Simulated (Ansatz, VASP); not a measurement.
**WS2: VASP beside Ansatz**

The input INCAR:

```
SYSTEM = WS2
PREC     = Accurate       ! precision mode
ENCUT    = 520            ! plane-wave cutoff, eV
EDIFF    = 1E-6           ! SCF threshold, eV
ISMEAR   = 0              ! smearing method
SIGMA    = 0.05           ! smearing width, eV
LREAL    = .FALSE.        ! projectors in reciprocal space
LASPH    = .TRUE.         ! aspherical terms in the spheres
NELM     = 60             ! most SCF steps
ALGO     = Normal         ! electronic algorithm
ISIF     = 2              ! what is computed and relaxed
LWAVE    = .FALSE.        ! write WAVECAR
LCHARG   = .FALSE.        ! write CHGCAR
GGA      = PS             ! functional
IVDW     = 12             ! dispersion correction
NBANDS   = 20             ! bands
```

Contents of KPOINTS:

```
Automatic mesh
0
G
  12 12 2
  0 0 0
```

File POSCAR:

```
WS2
1.0
    3.0243405374      0.0000000000      0.0000000000
   -1.5121702687      2.6191557351      0.0000000000
    0.0000000000      0.0000000000     17.3743423372
W S
1 2
Direct
    0.3333333333      0.6666666667      0.0000000000
    0.6666666667      0.3333333333      0.9079994900
    0.6666666667      0.3333333333      0.0920005100
```

Input for Ansatz:

```yaml
crystal:
  lattice:
    - [3.0243405374, 0.0, 0.0]
    - [-1.5121702687, 2.6191557351, 0.0]
    - [0.0, 0.0, 17.3743423372]
  atoms:
    - { symbol: W, position: [0.3333333333, 0.6666666667, 0.0] }
    - { symbol: S, position: [0.6666666667, 0.3333333333, 0.90799949] }
    - { symbol: S, position: [0.6666666667, 0.3333333333, 0.09200051] }
basis:
  ecutwfc: 420
kpoints:
  mp_grid: { grid: [12, 12, 2] }
hamiltonian:
  xc: pbesol
  dispersion: d3bj
scf:
  occupations: { method: gaussian, width: 0.05 }
output:
  forces: true
  stress: true
  eigenvalues: true
```

Change from the starting cell: strain -0.050 along x and y, +0.025 along z, atoms carried along.

Alike in both runs: task single point; functional PBEsol; dispersion D3(BJ); k mesh 12 × 12 × 2; occupations gaussian, width 0.05 eV; no spin polarisation.

|  | VASP | Ansatz |
| --- | --- | --- |
| version | VASP 6.6.1 | Ansatz 0.2.0 |
| potentials or method | VASP PAW PBE potentials, release 64 (W_sv, S), cutoff 520 eV | scalar-relativistic, plane waves, PAW |
| valence electrons in the cell | 26 | 26 |

```csv
,VASP,Ansatz,Ansatz less VASP
gap on the k mesh at the Fermi level (eV),1.83,1.83,-0.002
least direct gap on the mesh (eV),2.55,2.55,-0.006
rms of the force components (eV/Å),0.136,0.124,-0.0119
```

VASP's potentials were made for PBE, not for PBEsol. Atom by atom the forces differ by 0.012 eV/Å (rms over components).

Neither program's run includes spin-orbit coupling.
